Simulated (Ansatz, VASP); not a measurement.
# NaI in VASP and in Ansatz

```
CELL_PARAMETERS angstrom
5.19297 0.00000 0.00000
-2.59648 4.49724 0.00000
0.00000 0.00000 36.37257
ATOMIC_POSITIONS crystal
Na 0.33333 0.66667 0.21786
Na 0.66667 0.33333 0.35950
I 0.00000 0.00000 0.21920
I 0.00000 0.00000 0.35816
```

Change from the starting cell: species swapped into a sheet of the ZrBr type.

Alike in both runs: functional PBE; k mesh 6 × 6 × 1; occupations gaussian, width 0.1 eV; no spin polarisation.

Ansatz relaxed the structure, and its values are those at the end. VASP's run is a single point on that final structure, the one shown.

|  | VASP | Ansatz |
| --- | --- | --- |
| version | VASP 6.6.1 | Ansatz 0.2.0 |
| potentials or method | VASP PAW PBE potentials, release 64 (Na_pv, I), cutoff 520 eV | scalar-relativistic, plane waves, PAW |
| valence electrons in the cell | 28 | 52 |

```tsv
	VASP	Ansatz	Ansatz less VASP
gap on the k mesh at the Fermi level (eV)	3.73	3.73	+0.001
least direct gap on the mesh (eV)	3.90	3.90	+0.001
rms of the force components (eV/Å)	0.009	0.009	-0.0001
```

VASP's potentials hold 28 valence electrons a cell and Ansatz's 52, so a difference there can come from the potentials and not from the codes. Ansatz's warnings: slab cell height set, structure snapped to symmetry.

Neither program's run includes spin-orbit coupling.
